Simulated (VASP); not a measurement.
# LiH (Fm-3m) in VASP: notebook

Runs on LiH. Level: PBE. Tasks: single point.

All numbers are computed with VASP 6.6.1; they aren't measurements. Logs are shortened: lines on timing, memory, paths and dates and some standing lists are left out, and cuts for length are marked.

## Step 1: The cell of the first run

Symmetry: Fm-3m, No. 225, cubic system. Conventional cell: a = 4.085 Å, b = 4.085 Å, c = 4.085 Å, α = 90.00°, β = 90.00°, γ = 90.00°. Within 2.7 Å of Li (site symmetry m-3m) lie 6 H at 2.04 Å. H (site symmetry m-3m) has 6 Li at 2.04 Å within 2.7 Å.

## Step 2: Single point, PBE (volume scaled by 1.06)

The input, INCAR:

```
SYSTEM = LiH
PREC = Accurate ; ENCUT = 520
EDIFF = 1E-6 ; ISMEAR = 0
SIGMA = 0.02 ; LREAL = .False.
LASPH = .True. ; NELM = 60
ALGO = Normal ; ISIF = 2
LWAVE = .False. ; LCHARG = .True.
GGA = PE ; LELF = .True.
LVHAR = .True. ; NBANDS = 9
```

The input, KPOINTS:

```
Automatic mesh
0
Gamma
  10 10 10
  0 0 0
```

The input, POSCAR:

```
LiH
1.0
    0.0000000000      2.0426910043      2.0426910043
    2.0426910043      0.0000000000      2.0426910043
    2.0426910043      2.0426910043      0.0000000000
Li H
1 1
Direct
    0.0000000000      0.0000000000      0.0000000000
    0.5000000000      0.5000000000      0.5000000000
```

Potentials or basis: VASP PAW PBE potentials, release 64 (Li_sv, H).

Command:

```
> cat potpaw_PBE.64/Li_sv/POTCAR potpaw_PBE.64/H/POTCAR > POTCAR
> mpirun -np 1 vasp_std > vasp.out
```

OUTCAR:

```text
SYSTEM = LiH
   PREC = Accurate
   ENCUT = 520
   EDIFF = 1E-6
   ISMEAR = 0
   LREAL = .False.
   LASPH = .True.
   NELM = 60
   ISIF = 2
   GGA = PE

 ion  position               nearest neighbor table
   1  0.000  0.000  0.000-
   2  0.500  0.500  0.500-

  LATTYP: Found a face centered cubic cell.
 ALAT       =     4.0853820086

  Lattice vectors:

 A1 = (   0.0000000000,   2.0426910043,   2.0426910043)
 A2 = (   2.0426910043,   0.0000000000,   2.0426910043)
 A3 = (   2.0426910043,   2.0426910043,   0.0000000000)

Analysis of symmetry for initial positions (statically):
=====================================================================
 Subroutine PRICEL returns:
 Original cell was already a primitive cell.

 Routine SETGRP: Setting up the symmetry group for a
 face centered cubic supercell.

 Subroutine GETGRP returns: Found 48 space group operations
 (whereof 48 operations were pure point group operations)
 out of a pool of 48 trial point group operations.

The static configuration has the point symmetry O_h .

Analysis of symmetry for dynamics (positions and initial velocities):
=====================================================================
 Subroutine PRICEL returns:
 Original cell was already a primitive cell.

 Routine SETGRP: Setting up the symmetry group for a
 face centered cubic supercell.

 Subroutine GETGRP returns: Found 48 space group operations
 (whereof 48 operations were pure point group operations)
 out of a pool of 48 trial point group operations.

The dynamic configuration has the point symmetry O_h .

 Subroutine INISYM returns: Found 48 space group operations
 (whereof 48 operations are pure point group operations),
 and found     1 'primitive' translations

----------------------------------------------------------------------------------------

                                     Primitive cell

  volume of cell :      17.0466

  direct lattice vectors                    reciprocal lattice vectors
     0.000000000  2.042691004  2.042691004    -0.244775151  0.244775151  0.244775151
     2.042691004  0.000000000  2.042691004     0.244775151 -0.244775151  0.244775151
     2.042691004  2.042691004  0.000000000     0.244775151  0.244775151 -0.244775151

  length of vectors
     2.888801322  2.888801322  2.888801322     0.423962999  0.423962999  0.423962999

  position of ions in fractional coordinates (direct lattice)
     0.000000000  0.000000000  0.000000000
     0.500000000  0.500000000  0.500000000

  ion indices of the primitive-cell ions
   primitive index   ion index
                 1           1
                 2           2

----------------------------------------------------------------------------------------

 KPOINTS: Automatic mesh

Automatic generation of k-mesh.
 Grid dimensions read from file:
 generate k-points for:   10   10   10

 Generating k-lattice:

  Cartesian coordinates                     Fractional coordinates (reciprocal lattice)
    -0.024477515  0.024477515  0.024477515     0.100000000  0.000000000  0.000000000
     0.024477515 -0.024477515  0.024477515     0.000000000  0.100000000  0.000000000
     0.024477515  0.024477515 -0.024477515     0.000000000  0.000000000  0.100000000

  Length of vectors
     0.042396300  0.042396300  0.042396300

  Shift w.r.t. Gamma in fractional coordinates (k-lattice)
     0.000000000  0.000000000  0.000000000

 Subroutine IBZKPT returns following result:
 ===========================================

 Found     47 irreducible k-points:

 Following reciprocal coordinates:
            Coordinates               Weight
  0.000000  0.000000  0.000000      1.000000
  0.100000  0.000000  0.000000      8.000000
  0.200000  0.000000  0.000000      8.000000
  0.300000  0.000000  0.000000      8.000000
  0.400000  0.000000  0.000000      8.000000
  0.500000  0.000000  0.000000      4.000000
[... 16 lines left out ...]
  0.300000  0.300000  0.000000      6.000000
  0.400000  0.300000  0.000000     24.000000
 [... further k-points ...]
   k-points           NKPTS =     47   k-points in BZ     NKDIM =     47   number of bands    NBANDS=      9
   number of dos      NEDOS =    301   number of ions     NIONS =      2
   total plane-waves  NPLWV =  13824
   dimension x,y,z NGX =    24 NGY =   24 NGZ =   24
   dimension x,y,z NGXF=    48 NGYF=   48 NGZF=   48
   ions per type =               1   1
   NGX,Y,Z   is equivalent  to a cutoff of  13.81, 13.81, 13.81 a.u.
   NGXF,Y,Z  is equivalent  to a cutoff of  27.62, 27.62, 27.62 a.u.
 SYSTEM =  LiH
   PREC   = accura    normal or accurate (medium, high low for compatibility)
   ISTART =      0    job   : 0-new  1-cont  2-samecut
   ICHARG =      2    charge: 1-file 2-atom 10-const
   ISPIN  =      1    spin polarized calculation?
   LNONCOLLINEAR =      F non collinear calculations
   LSORBIT =      F    spin-orbit coupling
   LASPH  =      T    aspherical Exc in radial PAW
   ENCUT  =  520.0 eV  38.22 Ry    6.18 a.u.   5.37  5.37  5.37*2*pi/ulx,y,z
   NELM   =     60;   NELMIN=  2; NELMDL= -5     # of ELM steps
   EDIFF  = 0.1E-05   stopping-criterion for ELM
   LREAL  =      F    real-space projection
   EDIFFG = 0.1E-04   stopping-criterion for IOM
   NSW    =      0    number of steps for IOM
   IBRION =     -1    ionic relax: 0-MD 1-quasi-New 2-CG
   NFREE  =      0    steps in history (QN), initial steepest desc. (CG)
   ISIF   =      2    stress and relaxation
   ISYM   =      2    0-nonsym 1-usesym 2-fastsym
   POTIM  = 0.5000    time-step for ionic-motion
   TEBEG  =    0.0;   TEEND  =   0.0 temperature during run
   PSTRESS=    0.0 pullay stress
   NELECT =       4.0000    total number of electrons
   NUPDOWN=      -1.0000    fix difference up-down
   EMIN   =  10.00;   EMAX   =-10.00  energy-range for DOS
   EFERMI =   0.00;   METHOD = LEGACY
   ISMEAR =     0;   SIGMA  =   0.02  broadening in eV -4-tet -1-fermi 0-gaus
   EFERMI_NEDOS =   21; number of points for ismear=-14 and -15
   IALGO  =     38    algorithm
   IMIX   =      4    mixing-type and parameters
     AMIX     =   0.40;   BMIX     =  1.00
     AMIX_MAG =   1.60;   BMIX_MAG =  1.00
  volume/ion in A,a.u.               =       8.52        57.52
  Fermi-wavevector in a.u.,A,eV,Ry     =   1.009754  1.908158 13.872537  1.019603
  Thomas-Fermi vector in A             =   2.142701
   LORBIT       =      0    0 simple, 1 ext, 2 COOP (PROOUT), +10 PAW based schemes
   GGA     = PE    functional components
   LHFCALC =     F    Hartree Fock is set to
   AEXX    =    0.0000 exact exchange contribution
   IVDW    =     0    specifies the selected vdW correction
   LEPSILON=     F    determine dielectric tensor
   LRPA    =     F    only Hartree local field effects (RPA)
 non-spin polarized calculation
 Gauss-broadening in eV      SIGMA  =   0.02
  energy-cutoff  :      520.00
  volume of cell :       17.05
 maximum number of plane-waves:       473
 NGX is ok and might be reduce to    24
   NGX = 11   NGY = 11   NGZ = 11

 number of electron       4.0000001 magnetization

 Free energy of the ion-electron system (eV)
  ---------------------------------------------------
  ext. energy  EPLUGINS =         0.00000000
  ---------------------------------------------------
  free energy    TOTEN  =        -6.12107594 eV

  energy without entropy =       -6.12107594  energy(sigma->0) =       -6.12107594

 E-fermi :  -0.0624     XC(G=0):  -8.3300

 val. band max:       -0.1668438439   @ k =   0.5000   0.5000   0.0000
 cond. band min:       2.8509202731   @ k =   0.5000   0.5000   0.0000
 fundamental gap:      3.0177641170
 Fermi energy:        -0.0623869282

 k-point     1 :       0.0000    0.0000    0.0000
  band No.  band energies     occupation
      1     -44.5172      2.00000
      2      -5.3848      2.00000
      3      15.1983      0.00000
      4      17.1511      0.00000
      5      17.1511      0.00000
      6      17.1511      0.00000
      7      21.7633      0.00000
      8      21.7633      0.00000
      9      21.7633      0.00000

 k-point     2 :       0.1000    0.0000    0.0000
  band No.  band energies     occupation
      1     -44.5138      2.00000
      2      -5.2123      2.00000
      3      13.8792      0.00000
      4      16.1362      0.00000
      5      16.7837      0.00000
      6      16.7837      0.00000
      7      21.2007      0.00000
      8      22.5619      0.00000
      9      22.5619      0.00000

 k-point     3 :       0.2000    0.0000    0.0000
  band No.  band energies     occupation
      1     -44.5044      2.00000
      2      -4.7061      2.00000
      3      10.8211      0.00000
      4      14.8826      0.00000
      5      16.1871      0.00000
      6      16.1871      0.00000
      7      21.9867      0.00000
      8      22.3409      0.00000
      9      22.3409      0.00000

 k-point     4 :       0.3000    0.0000    0.0000
  band No.  band energies     occupation
      1     -44.4929      2.00000
      2      -3.9262      2.00000
      3       7.8050      0.00000
      4      13.8842      0.00000
      5      15.8231      0.00000
      6      15.8231      0.00000
      7      20.3542      0.00000
      8      20.3542      0.00000
      9      23.4507      0.00000

 k-point     5 :       0.4000    0.0000    0.0000
  band No.  band energies     occupation
      1     -44.4836      2.00000
      2      -3.0678      2.00000
      3       5.5311      0.00000
      4      13.2350      0.00000
      5      15.7655      0.00000
      6      15.7655      0.00000
      7      18.9138      0.00000
      8      18.9138      0.00000
      9      25.1598      0.00000

 k-point     6 :       0.5000    0.0000    0.0000
  band No.  band energies     occupation
      1     -44.4800      2.00000
      2      -2.6363      2.00000
      3       4.6195      0.00000
      4      13.0109      0.00000
      5      15.8217      0.00000
      6      15.8217      0.00000
      7      18.3515      0.00000
      8      18.3515      0.00000
      9      26.1335      0.00000
[... 169 lines left out ...]
 k-point    21 :      -0.3000    0.2000    0.0000
  band No.  band energies     occupation
      1     -44.4802      2.00000
      2      -2.6888      2.00000
      3       6.4859      0.00000
      4       8.7999      0.00000
      5      14.7201      0.00000
      6      15.0651      0.00000
      7      21.6985      0.00000
      8      24.5675      0.00000
      9      25.3699      0.00000

 k-point    22 :      -0.2000    0.2000    0.0000
  band No.  band energies     occupation
      1     -44.4889      2.00000
      2      -3.6004      2.00000
      3       9.1501      0.00000
      4       9.1503      0.00000
      5      15.3088      0.00000
      6      16.3340      0.00000
      7      20.9523      0.00000
      8      23.0000      0.00000
      9      24.6425      0.00000

 k-point    23 :       0.3000    0.3000    0.0000
  band No.  band energies     occupation
      1     -44.4851      2.00000
      2      -3.2190      2.00000
      3       8.1489      0.00000
      4      11.7434      0.00000
      5      11.7434      0.00000
      6      14.9017      0.00000
      7      16.5770      0.00000
      8      27.3410      0.00000
      9      29.7962      0.00000

 k-point    24 :       0.4000    0.3000    0.0000
  band No.  band energies     occupation
      1     -44.4779      2.00000
      2      -2.3577      2.00000
      3       6.3571      0.00000
      4      10.0429      0.00000
      5      11.3197      0.00000
      6      15.5627      0.00000
      7      16.7253      0.00000
      8      28.3562      0.00000
      9      28.8672      0.00000

 [... further k-points ...]
[... 5 lines left out ...]
  --------------------------------------------------------------------------------------
  -------------------------------------------------------------------------------------
  Total       -0.2268484     -0.2268484     -0.2268484     -0.0000000      0.0000000      0.0000000
  in kB      -21.3210336    -21.3210336    -21.3210336     -0.0000000      0.0000000      0.0000000
  external PRESSURE =     -21.3210336 kB  Pullay stress =       0.0000000 kB

 VOLUME and BASIS-vectors are now :
 -----------------------------------------------------------------------------
  energy-cutoff  :      520.00
  volume of cell :       17.05
      direct lattice vectors                 reciprocal lattice vectors
     0.000000000  2.042691004  2.042691004    -0.244775151  0.244775151  0.244775151
     2.042691004  0.000000000  2.042691004     0.244775151 -0.244775151  0.244775151
     2.042691004  2.042691004  0.000000000     0.244775151  0.244775151 -0.244775151

 POSITION                                       TOTAL-FORCE (eV/Angst)
 -----------------------------------------------------------------------------------
      0.00000      0.00000      0.00000        -0.000000     -0.000000      0.000000
      2.04269      2.04269      2.04269         0.000000      0.000000     -0.000000
 -----------------------------------------------------------------------------------
    total drift:                                0.000000     -0.000000     -0.000000

  FREE ENERGIE OF THE ION-ELECTRON SYSTEM (eV)
  ---------------------------------------------------
  free  energy   TOTEN  =        -6.1210759425 eV

  energy  without entropy=       -6.1210759425  energy(sigma->0) =       -6.12107594
```

Wall time 3.4 s (1 thread of Intel Xeon 6975P-C (Granite Rapids), shared host); peak memory 0.13 GiB.

What came out:

| Property | Result |
| --- | --- |
| Free energy | -6.1211 eV |
| Band gap on the k mesh | 3.02 eV, direct |

Caveat: the cutoff is under 1.25 times the usual one of these potentials, so pressure, stress and relaxed cells hold a basis-set (Pulay) error. A k mesh can miss the band edges.

## Step 3: Single point, PBE (volume scaled by 1.10)

The input, INCAR:

```
PREC = Accurate ; ENCUT = 520
EDIFF = 1E-6 ; ISMEAR = 0
SIGMA = 0.02 ; LREAL = F
LASPH = T ; NELM = 100
ALGO = Normal ; ISIF = 2
LWAVE = F ; LCHARG = F
GGA = PE ; NBANDS = 9
```

The input, KPOINTS:

```
Automatic mesh
0
Gamma
  10 10 10
```

The input, POSCAR:

```
LiH
1.0
    0.0000000000      2.0680686427      2.0680686427
    2.0680686427      0.0000000000      2.0680686427
    2.0680686427      2.0680686427      0.0000000000
Li H
1 1
Direct
    0.0000000000      0.0000000000      0.0000000000
    0.5000000000      0.5000000000      0.5000000000
```

Potentials or basis: VASP PAW PBE potentials, release 64 (Li_sv, H).

Command:

```
> cat potpaw_PBE.64/Li_sv/POTCAR potpaw_PBE.64/H/POTCAR > POTCAR
> mpirun -np 1 vasp_std > vasp.out
```

Run time: 2.8 s. Hardware: 1 thread of Intel Xeon 6975P-C (Granite Rapids), shared host; peak memory 0.13 GiB.

It converged, with:

| Property | Result |
| --- | --- |
| Free energy | -6.1113 eV |
| Band gap on the k mesh | 3.04 eV, direct |

Levels at points of the mesh, in eV from the valence-band top:
| k point | band 1 | band 2 | band 3 | band 4 | band 5 |
| --- | --- | --- | --- | --- | --- |
| (0.00, 0.00, 0.00) | -44.40 | -5.08 | 14.91 | 16.95 | 16.95 |
| (0.50, 0.00, 0.00) | -44.36 | -2.37 | 4.70 | 12.87 | 15.66 |
| (0.50, 0.50, 0.00) | -44.35 | 0.00 | 3.04 | 10.36 | 10.36 |

Caveat: the cutoff is under 1.25 times the usual one of these potentials, so pressure, stress and relaxed cells hold a basis-set (Pulay) error.
